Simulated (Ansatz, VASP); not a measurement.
**B3N2 in VASP and in Ansatz**

```xyz
5
Lattice="4.0042 0.0000 0.0000 -2.0021 3.4677 0.0000 0.0000 0.0000 2.9899" Properties=species:S:1:pos:R:3 pbc="T T T"
B     0.0000    0.0000    2.2455
B     0.0000    0.0000    0.7445
B     2.0021    1.1559    0.0000
N     2.0021    1.1559    1.4950
N     0.0000    2.3118    0.0000
```

Change from the starting cell: species swapped into the Fe3Ge2 type (P-6m2, No. 187).

Alike in both runs: functional PBE; k mesh 12 × 12 × 12; occupations gaussian, width 0.1 eV; collinear spin.

Ansatz relaxed the structure, and its values are those at the end. VASP's run is a single point on that final structure, the one shown.

|  | VASP | Ansatz |
| --- | --- | --- |
| version | VASP 6.6.1 | Ansatz 0.2.0 |
| potentials or method | VASP PAW PBE potentials, release 64 (B, N), cutoff 520 eV | scalar-relativistic, plane waves, PAW |
| valence electrons in the cell | 19 | 19 |

VASP gave:

* gap on the k mesh at the Fermi level (eV): none
* pressure (GPa): -0.2
* net moment per atom (μB): 0.19
* size of the moment on the site where the two differ most (μB): 0.68

Q: Which values does Ansatz return?

A: gap on the k mesh at the Fermi level (eV): none; pressure (GPa): 0.0; net moment per atom (μB): 0.19; size of the moment on the site where the two differ most (μB): 0.84.

Site moments also hang on the region over which each program counts them. A gap of «none» marks a metal or a gap that the smearing closes. The functional is the same, so the differences come from potentials, cutoffs and numerics.
